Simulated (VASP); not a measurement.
Set up this calculation in VASP 6.6.1, as the native input.

```
Task                   : single point
Functional             : PBEsol
Potentials or basis    : VASP PAW PBE potentials, release 64 (Ga_d, N)
Cutoff                 : 520 eV
k mesh                 : 8 × 8 × 8
Occupations            : fermi-dirac, width 0.03 eV
Spin                   : no spin polarisation
Dipole correction      : no
Further INCAR settings : ALGO = Normal; EDIFF = 1e-06; NBANDS = 16
```

The structure of GaN lies in POSCAR:

```
GaN
1.0
    2.7020347628      0.0000000000      0.0000000000
    0.0000000000      2.7020347628      0.0000000000
    0.0000000000      0.0000000000      2.7020347628
Ga N
1 1
Direct
    0.0000000000      0.0000000000      0.0000000000
    0.5000000000      0.5000000000      0.5000000000
```

These files were run (other wordings do the same):

INCAR

```
PREC = Accurate
ENCUT = 520
EDIFF = 1E-6
ISMEAR = -1
SIGMA = 0.03
LREAL = False
LASPH = True
NELM = 100
ALGO = Normal
ISIF = 2
LWAVE = False
LCHARG = True
GGA = PS
LELF = True
LVHAR = True
NBANDS = 16
```

KPOINTS

```
regular mesh
0
Gamma
  8 8 8
```

Potentials or basis: VASP PAW PBE potentials, release 64 (Ga_d, N).

The run is started by

```console
$ cat potpaw_PBE.64/Ga_d/POTCAR potpaw_PBE.64/N/POTCAR > POTCAR
$ mpirun -np 1 vasp_std > vasp.out
```

Results of the run:

| Property | Result |
| --- | --- |
| Pressure | 0.5 GPa |
| Band gap on the k mesh | zero (band 9 reaches 8.31 eV, above the bottom of band 10 at 6.57 eV) |

Caveat: the PAW data sets were made with another functional, which shifts forces and pressure a little.

It took 19 s on 1 thread of AMD EPYC 7R13, on a shared host, peak memory 0.1 GiB.
